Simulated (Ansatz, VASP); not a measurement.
Given: the input of a run of VASP 6.6.1 on HfOs3.

Contents of INCAR:

```
SYSTEM = HfOs3
ALGO     = Normal         ! electronic algorithm
EDIFF    = 1E-7           ! SCF threshold, eV
ENCUT    = 520            ! plane-wave cutoff, eV
GGA      = PE             ! functional
ISIF     = 2              ! what is computed and relaxed
ISMEAR   = -1             ! smearing method
LASPH    = .True.         ! aspherical terms in the spheres
LCHARG   = .True.         ! write CHGCAR
LELF     = .True.         ! ELF
LREAL    = .False.        ! projectors in reciprocal space
LVHAR    = .True.       
LWAVE    = .False.        ! write WAVECAR
NBANDS   = 25             ! bands
NELM     = 60             ! most SCF steps
PREC     = Accurate       ! precision mode
SIGMA    = 0.05           ! smearing width, eV
```

KPOINTS

```
k-points
0
Gamma
  7 7 7
  0 0 0
```

File POSCAR:

```
HfOs3
1.0
    3.9735610000      0.0000000000      0.0000000000
    0.0000000000      3.9735610000      0.0000000000
    0.0000000000      0.0000000000      3.9735610000
Os Hf
3 1
Direct
    0.0000000000      0.5000000000      0.5000000000
    0.5000000000      0.0000000000      0.5000000000
    0.5000000000      0.5000000000      0.0000000000
    0.0000000000      0.0000000000      0.0000000000
```

Potentials or basis: VASP PAW PBE potentials, release 64 (Os, Hf_pv).

Run with:

```sh
$ cat potpaw_PBE.64/Os/POTCAR potpaw_PBE.64/Hf_pv/POTCAR > POTCAR
$ mpirun -np 1 vasp_std > vasp.out
```

Set up the same calculation for Ansatz 0.2.0. Potentials there: Ansatz PAW.

As run (the cutoff follows the program's own potentials):

The input input.yaml:

```yaml
crystal:
  lattice:
    - [3.973561, 0.0, 0.0]
    - [0.0, 3.973561, 0.0]
    - [0.0, 0.0, 3.973561]
  atoms:
    - { symbol: Os, position: [0.0, 0.5, 0.5] }
    - { symbol: Os, position: [0.5, 0.0, 0.5] }
    - { symbol: Os, position: [0.5, 0.5, 0.0] }
    - { symbol: Hf, position: [0.0, 0.0, 0.0] }
hamiltonian:
  xc: pbe
  pseudopotentials: { kind: paw }
kpoints:
  mp_grid: { grid: [7, 7, 7] }
scf:
  occupations: { method: fermi_dirac, width: 0.05 }
output:
  forces: true
  stress: true
  eigenvalues: true
```

Potentials or basis: Ansatz PAW.

Command:

```console
$ ansatz run input.yaml --threads 2 --pin off --max-ram 5120MiB --backend cpu --events-out ev --progress --plain --runs-dir out
```

Both were run:

|  | VASP | Ansatz | Ansatz less VASP |
| --- | --- | --- | --- |
| gap on the k mesh at the Fermi level (eV) | none | none | - |
| pressure (GPa) | 0.0 | 0.8 | +0.76 |

A gap of «none» marks a metal or a gap that the smearing closes. With one functional, cell and mesh, what is left measures potentials, basis and numerics. VASP's potentials hold 34 valence electrons a cell and Ansatz's 74, so a difference there can come from the potentials and not from the codes.

Spin-orbit coupling is off throughout.
